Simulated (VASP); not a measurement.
**SiC: single point with PBEsol**

**What was measured.**

From “Insight into the structural, elastic and electronic properties of a new orthorhombic 6O-SiC polytype”, 2020, pmc:7200658, for a bulk crystal of SiC: band gap 2.4 eV (indirect).

SiC:

```xyz
2
Lattice="0.0000 2.1784 2.1784 2.1784 0.0000 2.1784 2.1784 2.1784 0.0000" Properties=species:S:1:pos:R:3 pbc="T T T"
Si    0.0000    0.0000    0.0000
C     3.2676    3.2676    3.2676
```

| Property | Result |
| --- | --- |
| Program | VASP 6.6.1 |
| Task | single point |
| Functional | PBEsol |
| Potentials or basis | VASP PAW PBE potentials, release 64 (Si, C) |
| Cutoff | 520 eV |
| k mesh | 10 × 10 × 10 |
| Occupations | gaussian, width 0.01 eV |
| Spin | no spin polarisation |

```yaml
Pressure: 0.4 GPa
Band_gap_on_the_k_mesh: 1.23 eV, indirect (least direct gap 4.44 eV)
```

Levels at points of the mesh, in eV from the valence-band top:
| k point | band 2 | band 3 | band 4 | band 5 | band 6 | band 7 |
| --- | --- | --- | --- | --- | --- | --- |
| (0.00, 0.00, 0.00) | 0.00 | 0.00 | 0.00 | 6.20 | 7.25 | 7.25 |
| (0.50, 0.00, 0.00) | -8.60 | -1.06 | -1.06 | 5.38 | 7.14 | 7.14 |
| (0.50, 0.50, 0.00) | -7.84 | -3.21 | -3.21 | 1.23 | 4.20 | 13.96 |

Run time: 4.8 s on 1 thread of Intel(R) Xeon(R) Platinum 8488C (Sapphire Rapids), on a shared host, peak memory 0.14 GiB.

A measured gap of SiC is 2.4 eV (indirect; quoted in “Insight into the structural, elastic and electronic properties of a new orthorhombic 6O-SiC polytype”, 2020, pmc:7200658); the calculated 1.23 eV misses it by -1.17 eV. The value is that of PBEsol on a finite k mesh, which can miss the band edges, without temperature or zero-point motion. Semilocal functionals fall short of measured gaps as a rule.

Caveat: the PAW data sets were made with another functional, which shifts forces and pressure a little.
